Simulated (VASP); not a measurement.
Wanted: the native input for a VASP 6.6.1 run.

| Quantity | Value |
| --- | --- |
| Task | single point |
| Functional | PBE |
| Potentials or basis | VASP PAW PBE potentials, release 64 (Ba_sv, Ti_sv, O_h) |
| Cutoff | 1340 eV |
| k mesh | 8 × 8 × 6 |
| Occupations | gaussian, width 0.02 eV |
| Spin | no spin polarisation |
| Dipole correction | no |
| Further INCAR settings | ALGO = Normal; EDIFF = 1e-06; NBANDS = 28 |

The structure of BaTiO3 lies in POSCAR:

```
BaTiO3
1.0
    3.9854497974      0.0000000000      0.0000000000
    0.0000000000      3.9854497974      0.0000000000
    0.0000000000      0.0000000000      4.3264971240
Ba Ti O
1 1 3
Direct
    0.5000000000      0.5000000000      0.6006785108
    0.0000000000      0.0000000000      0.1147671007
    0.0000000000      0.5000000000      0.0573251531
    0.5000000000      0.0000000000      0.0573251531
    0.0000000000      0.0000000000      0.5299010722
```

This cell differs from its parent crystal: strain along c alone, the other axes held: +3.0 %, then relaxed in part.

One way to write it, as run:

INCAR

```
PREC = Accurate
ENCUT = 1340
EDIFF = 1E-6
ISMEAR = 0
SIGMA = 0.02
LREAL = False
LASPH = True
NELM = 120
ALGO = Normal
ISIF = 2
LWAVE = False
LCHARG = False
GGA = PE
NBANDS = 28
GGA_COMPAT = False
```

KPOINTS

```
regular mesh
0
Gamma
  8 8 6
```

Potentials or basis: VASP PAW PBE potentials, release 64 (Ba_sv, Ti_sv, O_h).

Run with:

```console
$ cat potpaw_PBE.64/Ba_sv/POTCAR potpaw_PBE.64/Ti_sv/POTCAR potpaw_PBE.64/O_h/POTCAR > POTCAR
$ mpirun -np 1 vasp_std > vasp.out
```

Results of the run:

| Item | Value |
| --- | --- |
| Pressure | -0.9 GPa |
| Largest force | 0.064 eV/Å |
| Band gap on the k mesh | 1.79 eV (least direct gap 2.43 eV) |

Caveat: the cell differs from its parent crystal (strain along c alone, the other axes held: +3.0 %, then relaxed in part); spin-orbit coupling is left out, which moves the levels of the heavy elements.

Wall time 5.2 min on 1 thread of Intel(R) Xeon(R) Platinum 8488C (Sapphire Rapids) (shared host), peak memory 0.67 GiB.
